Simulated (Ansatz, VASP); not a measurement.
**Two plane-wave programs on PbS**

The input POSCAR:

```
PbS
1.0
    3.6536590000      0.0000000000      0.0000000000
    0.0000000000      3.6536590000      0.0000000000
    0.0000000000      0.0000000000      3.6536590000
Pb S
1 1
Direct
    0.0000000000      0.0000000000      0.0000000000
    0.5000000000      0.5000000000      0.5000000000
```

File INCAR.step1:

```
SYSTEM = PbS
ALGO = Normal
EDIFF = 1E-4
ENCUT = 520
GGA = PE
ISMEAR = -1
LASPH = .TRUE.
LCHARG = .FALSE.
LREAL = .FALSE.
LWAVE = .TRUE.
NBANDS = 17
NELM = 80
PREC = Accurate
SIGMA = 0.05
```

File INCAR.step2:

```
SYSTEM = PbS
ALGO = Normal
EDIFF = 1E-6
ENCUT = 520
ISIF = 2
ISMEAR = -1
ISTART = 1
LASPH = .TRUE.
LCHARG = .TRUE.
LELF = .TRUE.
LMIXTAU = .TRUE.
LREAL = .FALSE.
LVHAR = .TRUE.
LWAVE = .FALSE.
METAGGA = R2SCAN
NBANDS = 17
NELM = 80
PREC = Accurate
SIGMA = 0.05
```

The input KPOINTS:

```
k-points
0
G
  7 7 7
  0 0 0
```

Contents of input.yaml:

```yaml
crystal:
  lattice:
    - [3.653659, 0.0, 0.0]
    - [0.0, 3.653659, 0.0]
    - [0.0, 0.0, 3.653659]
  atoms:
    - { symbol: Pb, position: [0.0, 0.0, 0.0] }
    - { symbol: S, position: [0.5, 0.5, 0.5] }
hamiltonian:
  xc: r2scan
  pseudopotentials: { kind: paw }
kpoints:
  mp_grid: { grid: [7, 7, 7] }
  band_path:
    path:
      - [[0.0, 0.0, 0.0], [0.0, 0.5, 0.0], [0.5, 0.5, 0.0], [0.0, 0.0, 0.0], [0.5, 0.5, 0.5], [0.0, 0.5, 0.0]]
      - [[0.5, 0.5, 0.0], [0.5, 0.5, 0.5]]
    npoints: 14
scf:
  occupations: { method: fermi_dirac, width: 0.05 }
  n_extra_bands: 6
output:
  forces: true
  stress: true
  eigenvalues: true
  fatbands: true
```

Alike in both runs: functional r2SCAN; k mesh 7 × 7 × 7; occupations fermi-dirac, width 0.05 eV; no spin polarisation.

```csv
,VASP,Ansatz
version,VASP 6.6.1,Ansatz 0.2.0
potentials or method,"VASP PAW PBE potentials, release 64 (Pb_d, S)",Ansatz PAW
plane-wave cutoff (eV),520,500
valence electrons in the cell,20,20
task,single point,band structure
```

|  | VASP | Ansatz | Ansatz less VASP |
| --- | --- | --- | --- |
| pressure (GPa) | -0.7 | -0.7 | -0.01 |

VASP's potentials were made for PBE, not for r2SCAN.

Neither program's run includes spin-orbit coupling.
